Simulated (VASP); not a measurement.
# ZnS (R3m) in VASP: further runs

ZnS is run at these levels: LDA+U; tasks: single point.

Everything below comes from runs of VASP 6.6.1. Logs are shortened: lines on timing, memory, paths and dates and some standing lists are left out, and cuts for length are marked.

## 1. The cell of the first run

Symmetry: R3m, No. 160, trigonal system. The conventional cell has a = 3.806 Å, b = 3.806 Å, c = 28.056 Å, α = 90.00°, β = 90.00°, γ = 120.00°. Zn (site symmetry 3m) has 4 S at 2.33 to 2.34 Å within 3.1 Å. Within 3.1 Å of Zn (site symmetry 3m) lie 4 S at 2.33 Å. Zn (site symmetry 3m) has 4 S at 2.33 to 2.34 Å within 3.1 Å. Within 3.1 Å of S (site symmetry 3m) lie 4 Zn at 2.33 to 2.34 Å. S (site symmetry 3m) has 4 Zn at 2.33 to 2.34 Å within 3.1 Å. Within 3.1 Å of S (site symmetry 3m) lie 4 Zn at 2.33 Å.

## 2. Single point, LDA+U

Contents of INCAR:

```
SYSTEM = ZnS
  ALGO = Normal
  EDIFF = 1E-6
  ENCUT = 500
  GGA_COMPAT = .FALSE.
  ISIF = 2
  ISMEAR = 0
  LASPH = .TRUE.
  LCHARG = .FALSE.
  LDAU = .TRUE.
  LDAUJ = 0 0
  LDAUL = 2 -1
  LDAUPRINT = 1
  LDAUTYPE = 2
  LDAUU = 2 0
  LREAL = .FALSE.
  LWAVE = .FALSE.
  NBANDS = 36
  NELM = 200
  PREC = Accurate
  SIGMA = 0.01
```

Contents of KPOINTS:

```
k-points
0
G
  6 6 6
  0 0 0
```

Contents of POSCAR:

```
ZnS
1.0
    1.9030710000      1.0987385541      9.3519480000
   -1.9030710000      1.0987385541      9.3519480000
    0.0000000000     -2.1974771083      9.3519480000
Zn S
3 3
Direct
    0.9999706667      0.9999706667      0.9999706667
    0.2222690000      0.2222690000      0.2222690000
    0.4446133333      0.4446133333      0.4446133333
    0.0832670000      0.0832670000      0.0832670000
    0.5278423333      0.5278423333      0.5278423333
    0.3053630000      0.3053630000      0.3053630000
```

Potentials or basis: VASP PAW LDA potentials, release 64 (Zn, S).

Command:

```sh
cat potpaw_LDA.64/Zn/POTCAR potpaw_LDA.64/S/POTCAR > POTCAR
mpirun -np 1 vasp_std > vasp.out
```

OUTCAR:

```text
SYSTEM = ZnS
   EDIFF = 1E-6
   ENCUT = 500
   ISIF = 2
   ISMEAR = 0
   LASPH = .TRUE.
   LREAL = .FALSE.
   NELM = 200
   PREC = Accurate

 ion  position               nearest neighbor table
   1  1.000  1.000  1.000-   6 2.33   6 2.33   6 2.33   4 2.34
   2  0.222  0.222  0.222-   6 2.33   5 2.33   5 2.33   5 2.33
   3  0.445  0.445  0.445-   4 2.33   4 2.33   4 2.33   5 2.34
   4  0.083  0.083  0.083-   3 2.33   3 2.33   3 2.33   1 2.34
   5  0.528  0.528  0.528-   2 2.33   2 2.33   2 2.33   3 2.34
   6  0.305  0.305  0.305-   2 2.33   1 2.33   1 2.33   1 2.33

  LATTYP: Found a trigonal (rhomboedric) cell.
 ALAT       =     9.6066558716
 COS(alpha) =     0.9215134010

  Lattice vectors:

 A1 = (   1.9030710000,   1.0987385541,   9.3519480000)
 A2 = (  -1.9030710000,   1.0987385541,   9.3519480000)
 A3 = (   0.0000000000,  -2.1974771083,   9.3519480000)

Analysis of symmetry for initial positions (statically):
=====================================================================
 Subroutine PRICEL returns:
 Original cell was already a primitive cell.

 Routine SETGRP: Setting up the symmetry group for a
 trigonal (rhombohedral) supercell.

 Subroutine GETGRP returns: Found  6 space group operations
 (whereof  6 operations were pure point group operations)
 out of a pool of 12 trial point group operations.

The static configuration has the point symmetry C_3v.

Analysis of symmetry for dynamics (positions and initial velocities):
=====================================================================
 Subroutine PRICEL returns:
 Original cell was already a primitive cell.

 Routine SETGRP: Setting up the symmetry group for a
 trigonal (rhombohedral) supercell.

 Subroutine GETGRP returns: Found  6 space group operations
 (whereof  6 operations were pure point group operations)
 out of a pool of 12 trial point group operations.

The dynamic configuration has the point symmetry C_3v.

[... 140 lines left out ...]
   LRPA    =     F    only Hartree local field effects (RPA)
 non-spin polarized calculation
 Gauss-broadening in eV      SIGMA  =   0.01
  energy-cutoff  :      500.00
  volume of cell :      117.33
 maximum number of plane-waves:      2996
   NGX = 35   NGY = 35   NGZ = 35

atom =   1  type =  1  l = 2

 onsite density matrix

spin component  1
[... 83 lines left out ...]
  o =  0.9790  v =  0.5770  0.0000  0.0000  0.8167  0.0000  0.0000  0.0000  0.0000  0.0000  0.0000      0.0000  0.0000  0.0000  0.0000  0.0000  0.0000  0.0000  0.0000  0.0000  0.0000
  o =  0.9790  v =  0.0000  0.0000  0.0000  0.0000  0.0000  0.5770  0.0000  0.0000  0.8167  0.0000      0.0000  0.0000  0.0000  0.0000  0.0000  0.0000  0.0000  0.0000  0.0000  0.0000
  o =  0.9790  v =  0.0000 -0.8167 -0.0000  0.0000 -0.5770  0.0000  0.0000  0.0000  0.0000  0.0000      0.0000  0.0000  0.0000  0.0000  0.0000  0.0000  0.0000  0.0000  0.0000  0.0000
  o =  0.9790  v =  0.0000  0.0000  0.0000  0.0000  0.0000  0.0000 -0.8167 -0.0000  0.0000 -0.5770      0.0000  0.0000  0.0000  0.0000  0.0000  0.0000  0.0000  0.0000  0.0000  0.0000
  o =  0.9898  v =  0.0000  0.0000  0.0000  0.0000  0.0000  0.0000  0.5770 -0.0000 -0.0000 -0.8167      0.0000  0.0000  0.0000  0.0000  0.0000  0.0000  0.0000  0.0000  0.0000  0.0000
  o =  0.9898  v =  0.0000  0.5770 -0.0000 -0.0000 -0.8167  0.0000  0.0000  0.0000  0.0000  0.0000      0.0000  0.0000  0.0000  0.0000  0.0000  0.0000  0.0000  0.0000  0.0000  0.0000
  o =  0.9898  v = -0.8167  0.0000  0.0000  0.5770  0.0000  0.0000  0.0000  0.0000  0.0000  0.0000      0.0000  0.0000  0.0000  0.0000  0.0000  0.0000  0.0000  0.0000  0.0000  0.0000
  o =  0.9898  v =  0.0000  0.0000  0.0000  0.0000  0.0000 -0.8167  0.0000  0.0000  0.5770  0.0000      0.0000  0.0000  0.0000  0.0000  0.0000  0.0000  0.0000  0.0000  0.0000  0.0000
  o =  0.9898  v =  0.0000  0.0000  1.0000 -0.0000 -0.0000  0.0000  0.0000  0.0000  0.0000  0.0000      0.0000  0.0000  0.0000  0.0000  0.0000  0.0000  0.0000  0.0000  0.0000  0.0000
  o =  0.9898  v =  0.0000  0.0000  0.0000  0.0000  0.0000  0.0000  0.0000  1.0000 -0.0000 -0.0000      0.0000  0.0000  0.0000  0.0000  0.0000  0.0000  0.0000  0.0000  0.0000  0.0000

 number of electron      54.0000004 magnetization

 Free energy of the ion-electron system (eV)
  ---------------------------------------------------
  ext. energy  EPLUGINS =         0.00000000
  ---------------------------------------------------
  free energy    TOTEN  =       -24.05672873 eV

  energy without entropy =      -24.05672873  energy(sigma->0) =      -24.05672873

 E-fermi :   2.0027     XC(G=0): -10.0666

 val. band max:        1.9124999045   @ k =   0.0000   0.0000   0.0000
 cond. band min:       4.0102416193   @ k =   0.0000   0.0000   0.0000
 fundamental gap:      2.0977417148
 Fermi energy:         2.0026821287

 k-point     1 :       0.0000    0.0000    0.0000
  band No.  band energies     occupation
      1     -11.1603      2.00000
      2     -10.4964      2.00000
      3     -10.4866      2.00000
      4      -5.2601      2.00000
      5      -5.2508      2.00000
      6      -5.2508      2.00000
[... 925 lines left out ...]
     35       9.4353      0.00000
     36      10.5520      0.00000

 [... further k-points ...]

------------------------ aborting loop because EDIFF is reached ----------------------------------------

  FORCE on cell =-STRESS in cart. coord.  units (eV):
  Direction    XX          YY          ZZ          XY          YZ          ZX
  --------------------------------------------------------------------------------------
  -------------------------------------------------------------------------------------
  Total       -3.1677320     -3.1677320     -3.1761259      0.0000000      0.0000000     -0.0000000
  in kB      -43.2569935    -43.2569935    -43.3716163      0.0000000      0.0000000     -0.0000000
  external PRESSURE =     -43.2952011 kB  Pullay stress =       0.0000000 kB

 VOLUME and BASIS-vectors are now :
 -----------------------------------------------------------------------------
  energy-cutoff  :      500.00
  volume of cell :      117.33
      direct lattice vectors                 reciprocal lattice vectors
     1.903071000  1.098738554  9.351948000     0.262733235  0.151689104  0.035643198
    -1.903071000  1.098738554  9.351948000    -0.262733235  0.151689104  0.035643198
     0.000000000 -2.197477108  9.351948000     0.000000000 -0.303378208  0.035643198

 POSITION                                       TOTAL-FORCE (eV/Angst)
 -----------------------------------------------------------------------------------
      0.00000     -0.00000     28.05502         0.000000      0.000000     -0.004933
      0.00000     -0.00000      6.23594         0.000000      0.000000     -0.003314
      0.00000     -0.00000     12.47400         0.000000      0.000000     -0.015735
      0.00000     -0.00000      2.33613         0.000000     -0.000000      0.009952
      0.00000     -0.00000     14.80906         0.000000     -0.000000      0.004813
      0.00000     -0.00000      8.56722         0.000000     -0.000000      0.009216
 -----------------------------------------------------------------------------------
    total drift:                               -0.000000      0.000000      0.000485

  FREE ENERGIE OF THE ION-ELECTRON SYSTEM (eV)
  ---------------------------------------------------
  free  energy   TOTEN  =       -24.0567287286 eV

  energy  without entropy=      -24.0567287286  energy(sigma->0) =      -24.05672873
```

Wall time 5.9 min (1 thread of Intel Xeon 6975P-C (Granite Rapids), shared host); peak memory 0.51 GiB.

Results:

```
Free energy            : -24.0567 eV
Pressure               : -4.3 GPa
Largest force          : 0.016 eV/Å
Band gap on the k mesh : 2.10 eV
```

Forces in eV/Å, atoms in the order of the input:
```
Zn   0.000  0.000 -0.005
Zn   0.000  0.000 -0.003
Zn   0.000  0.000 -0.016
S    0.000  0.000  0.010
S    0.000  0.000  0.005
S    0.000  0.000  0.009
```

Levels at points of the mesh, in eV from the valence-band top:
| k point | band 24 | band 25 | band 26 | band 27 | band 28 | band 29 | band 30 | band 31 |
| --- | --- | --- | --- | --- | --- | --- | --- | --- |
| (0.00, 0.00, 0.00) | -0.67 | -0.06 | 0.00 | 0.00 | 2.10 | 3.25 | 3.40 | 6.30 |
| (0.50, 0.00, 0.00) | -1.91 | -1.90 | -1.29 | -0.86 | 3.21 | 3.79 | 3.95 | 4.80 |
| (0.50, 0.50, 0.00) | -1.89 | -1.26 | -1.25 | -1.24 | 3.22 | 3.52 | 4.18 | 4.86 |
| (0.50, 0.50, 0.50) | -0.25 | -0.25 | -0.23 | -0.23 | 3.09 | 3.23 | 3.37 | 6.21 |

Eigenvalues of the final occupation matrices:
| site | spin | trace | eigenvalues |
| --- | --- | --- | --- |
| site 1 d | 1 | 4.93 | 0.98 0.98 0.99 0.99 0.99 |
| site 1 d | 2 | 4.93 | 0.98 0.98 0.99 0.99 0.99 |
| site 2 d | 1 | 4.93 | 0.98 0.98 0.99 0.99 0.99 |
| site 2 d | 2 | 4.93 | 0.98 0.98 0.99 0.99 0.99 |
| site 3 d | 1 | 4.93 | 0.98 0.98 0.99 0.99 0.99 |
| site 3 d | 2 | 4.93 | 0.98 0.98 0.99 0.99 0.99 |

Caveat: the cell stands under tension. A k mesh can miss the band edges.

## 3. Single point, LDA+U

Contents of INCAR:

```
PREC = Accurate
ENCUT = 500
EDIFF = 1E-6
ISMEAR = 0
SIGMA = 0.01
LREAL = F
LASPH = T
NELM = 200
ALGO = Normal
ISIF = 2
LWAVE = F
LCHARG = F
LDAU = T
LDAUTYPE = 2
LDAUL = 2 -1
LDAUU = 4 0
LDAUJ = 0 0
LDAUPRINT = 1
GGA = CA
NBANDS = 36
GGA_COMPAT = F
```

Contents of KPOINTS:

```
Automatic mesh
0
Gamma
  6 6 6
```

POSCAR is that of step 2.

Potentials or basis: VASP PAW LDA potentials, release 64 (Zn, S).

Command:

```sh
cat potpaw_LDA.64/Zn/POTCAR potpaw_LDA.64/S/POTCAR > POTCAR
mpirun -np 1 vasp_std > vasp.out
```

OUTCAR:

```text
PREC = Accurate
   ENCUT = 500
   EDIFF = 1E-6
   ISMEAR = 0
   LREAL = F
   LASPH = T
   NELM = 200
   ISIF = 2
   GGA = CA

 ion  position               nearest neighbor table
   1  1.000  1.000  1.000-   6 2.33   6 2.33   6 2.33   4 2.34
   2  0.222  0.222  0.222-   6 2.33   5 2.33   5 2.33   5 2.33
   3  0.445  0.445  0.445-   4 2.33   4 2.33   4 2.33   5 2.34
   4  0.083  0.083  0.083-   3 2.33   3 2.33   3 2.33   1 2.34
   5  0.528  0.528  0.528-   2 2.33   2 2.33   2 2.33   3 2.34
   6  0.305  0.305  0.305-   2 2.33   1 2.33   1 2.33   1 2.33

  LATTYP: Found a trigonal (rhomboedric) cell.
 ALAT       =     9.6066558716
 COS(alpha) =     0.9215134010

  Lattice vectors:

 A1 = (   1.9030710000,   1.0987385541,   9.3519480000)
 A2 = (  -1.9030710000,   1.0987385541,   9.3519480000)
 A3 = (   0.0000000000,  -2.1974771083,   9.3519480000)

Analysis of symmetry for initial positions (statically):
=====================================================================
 Subroutine PRICEL returns:
 Original cell was already a primitive cell.
[... 284 lines left out ...]
 cond. band min:       4.0249114947   @ k =   0.0000   0.0000   0.0000
 fundamental gap:      2.2195264258
 Fermi energy:         1.8963054784

 k-point     1 :       0.0000    0.0000    0.0000
  band No.  band energies     occupation
      1     -11.1559      2.00000
      2     -10.5232      2.00000
      3     -10.5134      2.00000
      4      -6.0536      2.00000
      5      -6.0451      2.00000
      6      -6.0451      2.00000
[... 925 lines left out ...]
     35       9.3980      0.00000
     36      10.5219      0.00000

 [... further k-points ...]

------------------------ aborting loop because EDIFF is reached ----------------------------------------

  FORCE on cell =-STRESS in cart. coord.  units (eV):
  Direction    XX          YY          ZZ          XY          YZ          ZX
  --------------------------------------------------------------------------------------
  -------------------------------------------------------------------------------------
  Total       -3.7056314     -3.7056314     -3.7280194      0.0000000      0.0000000      0.0000000
  in kB      -50.6022832    -50.6022832    -50.9080019      0.0000000      0.0000000      0.0000000
  external PRESSURE =     -50.7041894 kB  Pullay stress =       0.0000000 kB

 VOLUME and BASIS-vectors are now :
 -----------------------------------------------------------------------------
  energy-cutoff  :      500.00
  volume of cell :      117.33
      direct lattice vectors                 reciprocal lattice vectors
     1.903071000  1.098738554  9.351948000     0.262733235  0.151689104  0.035643198
    -1.903071000  1.098738554  9.351948000    -0.262733235  0.151689104  0.035643198
     0.000000000 -2.197477108  9.351948000     0.000000000 -0.303378208  0.035643198

 POSITION                                       TOTAL-FORCE (eV/Angst)
 -----------------------------------------------------------------------------------
      0.00000     -0.00000     28.05502         0.000000      0.000000     -0.005543
      0.00000     -0.00000      6.23594         0.000000      0.000000     -0.007300
      0.00000     -0.00000     12.47400         0.000000      0.000000     -0.018950
      0.00000     -0.00000      2.33613         0.000000     -0.000000      0.012919
      0.00000     -0.00000     14.80906         0.000000     -0.000000      0.007550
      0.00000     -0.00000      8.56722         0.000000     -0.000000      0.011325
 -----------------------------------------------------------------------------------
    total drift:                               -0.000000      0.000000      0.000252

  FREE ENERGIE OF THE ION-ELECTRON SYSTEM (eV)
  ---------------------------------------------------
  free  energy   TOTEN  =       -23.6841751139 eV

  energy  without entropy=      -23.6841751139  energy(sigma->0) =      -23.68417511
```

stdout:

```text
POSCAR found type information on POSCAR ZnS
 POSCAR found :  2 types and       6 ions
 scaLAPACK will be used
 LDA part: xc-table for (Slater(with rela. corr.)+CA(PZ))
 , standard interpolation
 POSCAR, INCAR and KPOINTS ok, starting setup
 FFT: planning ... GRIDC
 FFT: planning ... GRID_SOFT
 FFT: planning ... GRID
 WAVECAR not read
 entering main loop
```

Wall time 6.1 min (1 thread of Intel Xeon 6975P-C (Granite Rapids), shared host); peak memory 0.51 GiB.

Results:

```
Free energy            : -23.6842 eV
Pressure               : -5.1 GPa
Largest force          : 0.019 eV/Å
Band gap on the k mesh : 2.22 eV
```

Forces on the atoms (eV/Å):
```
Zn   0.000  0.000 -0.006
Zn   0.000  0.000 -0.007
Zn   0.000  0.000 -0.019
S    0.000  0.000  0.013
S    0.000  0.000  0.008
S    0.000  0.000  0.011
```

Levels at points of the mesh, in eV from the valence-band top:
| k point | band 23 | band 24 | band 25 | band 26 | band 27 | band 28 | band 29 | band 30 | band 31 | band 32 |
| --- | --- | --- | --- | --- | --- | --- | --- | --- | --- | --- |
| (0.00, 0.00, 0.00) | -0.64 | -0.64 | -0.05 | 0.00 | 0.00 | 2.22 | 3.37 | 3.52 | 6.42 | 6.42 |
| (0.50, 0.00, 0.00) | -2.09 | -1.84 | -1.83 | -1.24 | -0.82 | 3.28 | 3.87 | 4.03 | 4.87 | 5.21 |
| (0.50, 0.50, 0.00) | -2.12 | -1.84 | -1.21 | -1.20 | -1.19 | 3.31 | 3.58 | 4.26 | 4.93 | 5.78 |
| (0.50, 0.50, 0.50) | -0.83 | -0.24 | -0.24 | -0.22 | -0.22 | 3.20 | 3.35 | 3.49 | 6.32 | 6.39 |

Eigenvalues of the final occupation matrices:
```tsv
site	spin	trace	eigenvalues
site 1 d	1	4.95	0.98 0.98 0.99 0.99 0.99
site 1 d	2	4.95	0.98 0.98 0.99 0.99 0.99
site 2 d	1	4.95	0.98 0.98 0.99 0.99 0.99
site 2 d	2	4.95	0.98 0.98 0.99 0.99 0.99
site 3 d	1	4.95	0.98 0.98 0.99 0.99 0.99
site 3 d	2	4.95	0.98 0.98 0.99 0.99 0.99
```

Caveat: the cell stands under tension. A k mesh can miss the band edges.
